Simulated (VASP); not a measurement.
Input of a VASP 6.6.1 run:

The input INCAR:

```
SYSTEM = Na2Sb5
  PREC = Accurate
  ENCUT = 520
  EDIFF = 1E-7
  ISMEAR = 0
  SIGMA = 0.1
  LREAL = .FALSE.
  LASPH = .TRUE.
  NELM = 100
  ALGO = Normal
  ISIF = 2
  LWAVE = .FALSE.
  LCHARG = .FALSE.
  GGA = PE
  NBANDS = 28
```

KPOINTS

```
regular mesh
0
G
  4 4 4
  0 0 0
```

The input POSCAR:

```
Na2Sb5
1.0
    0.0000000000      3.9439506800      3.9439506800
    3.9439506800      0.0000000000      3.9439506800
    3.9439506800      3.9439506800      0.0000000000
Na Sb
2 5
Direct
    0.5000000000      0.5000000000      0.5000000000
    0.2500000000      0.2500000000      0.2500000000
    0.0000000000      0.0000000000      0.0000000000
    0.8613178200      0.8613178200      0.8613178200
    0.8613178200      0.8613178200      0.4160465300
    0.8613178200      0.4160465300      0.8613178200
    0.4160465300      0.8613178200      0.8613178200
```

Potentials or basis: VASP PAW PBE potentials, release 64 (Na_pv, Sb).

Command:

```console
$ cat potpaw_PBE.64/Na_pv/POTCAR potpaw_PBE.64/Sb/POTCAR > POTCAR
$ mpirun -np 1 vasp_std > vasp.out
```

(1) What does it give for the pressure?

(2) Estimate the largest force.

## Answers

(1) 182.9 GPa.

(2) 26.098 eV/Å.

Caveat: forces of over 1 eV/Å act on the atoms, so gaps and moduli don't describe the material at rest.
